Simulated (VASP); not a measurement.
Wanted: the native input for a VASP 6.6.1 run.

```yaml
Task: single point
Functional: BLYP
Dispersion: D4
Potentials_or_basis: VASP PAW PBE potentials, release 64 (Ge_d)
Cutoff: 520 eV
k_mesh: 11 × 11 × 10
Occupations: fermi-dirac, width 0.05 eV
Spin: no spin polarisation
Dipole_correction: no
Further_INCAR_settings: ALGO = Normal; EDIFF = 1e-06; NBANDS = 13
```

The structure of Ge lies in POSCAR:

```
Ge
1.0
    1.4381056374     -2.4986973787      0.0000000000
    1.4381056374      2.4986973787      0.0000000000
    0.0000000000      0.0000000000      2.7253629634
Ge
1
Direct
    0.5000000000      0.5000000000      0.0000000000
```

This isn't the form of Ge at room conditions, which is diamond.

The input as run:

INCAR

```
SYSTEM = Ge
PREC = Accurate
ENCUT = 520
EDIFF = 1E-6
ISMEAR = -1
SIGMA = 0.05
LREAL = .FALSE.
LASPH = .TRUE.
NELM = 100
ALGO = Normal
ISIF = 2
LWAVE = .FALSE.
LCHARG = .FALSE.
GGA = B5
ALDAX = 1.0
AGGAX = 1.0
AGGAC = 1.0
ALDAC = 0.0
IVDW = 13
VDW_S6 = 1.0
VDW_S8 = 2.34076671
VDW_A1 = 0.44488865
VDW_A2 = 4.0933009
NBANDS = 13
```

KPOINTS

```
Automatic mesh
0
G
  11 11 10
  0 0 0
```

Potentials or basis: VASP PAW PBE potentials, release 64 (Ge_d).

Run with:

```console
$ cat potpaw_PBE.64/Ge_d/POTCAR > POTCAR
$ mpirun -np 1 vasp_std > vasp.out
```

Results of the run:

- Pressure: 0.1 GPa
- Band gap on the k mesh: zero (bands 7 and 8 overlap by 8.36 eV)
- Dispersion energy per atom: -0.708 eV

Caveat: the PAW data sets were made with another functional, which shifts forces and pressure a little.

Run time: 50 s on 1 thread of Intel Xeon 8259CL (shared host), peak memory 0.17 GiB.
